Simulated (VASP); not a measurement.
Here is a VASP 6.6.1 calculation.

Contents of INCAR:

```
SYSTEM = Al3GaN4
PREC = Accurate
ENCUT = 520
EDIFF = 1E-7
ISMEAR = 0
SIGMA = 0.05
LREAL = .FALSE.
LASPH = .TRUE.
NELM = 100
ALGO = Normal
ISIF = 2
LWAVE = .FALSE.
LCHARG = .FALSE.
GGA = PS
NBANDS = 31
```

The input KPOINTS:

```
Automatic mesh
0
G
  6 6 6
  0 0 0
```

File POSCAR:

```
Al3GaN4
1.0
    4.4071184415      0.0000000000      0.0000000000
    0.0000000000      4.4071184415      0.0000000000
    0.0000000000      0.0000000000      4.4071184415
Al Ga N
3 1 4
Direct
    0.5000000000      0.5000000000      0.0000000000
    0.5000000000      0.0000000000      0.5000000000
    0.0000000000      0.5000000000      0.5000000000
    0.0000000000      0.0000000000      0.0000000000
    0.7447140287      0.7447140287      0.2552859713
    0.7447140287      0.2552859713      0.7447140287
    0.2552859713      0.7447140287      0.7447140287
    0.2552859713      0.2552859713      0.2552859713
```

Potentials or basis: VASP PAW PBE potentials, release 64 (Al, Ga_d, N).

Command:

```console
$ cat potpaw_PBE.64/Al/POTCAR potpaw_PBE.64/Ga_d/POTCAR potpaw_PBE.64/N/POTCAR > POTCAR
$ mpirun -np 1 vasp_std > vasp.out
```

(1) What does it give for the band gap on the k mesh?

(2) Estimate the pressure.

(3) What does it give for the largest force?

Results:

(1) 3.32 eV, direct.

(2) -0.1 GPa.

(3) 0.007 eV/Å.

Caveat: the PAW data sets were made with another functional, which shifts forces and pressure a little.
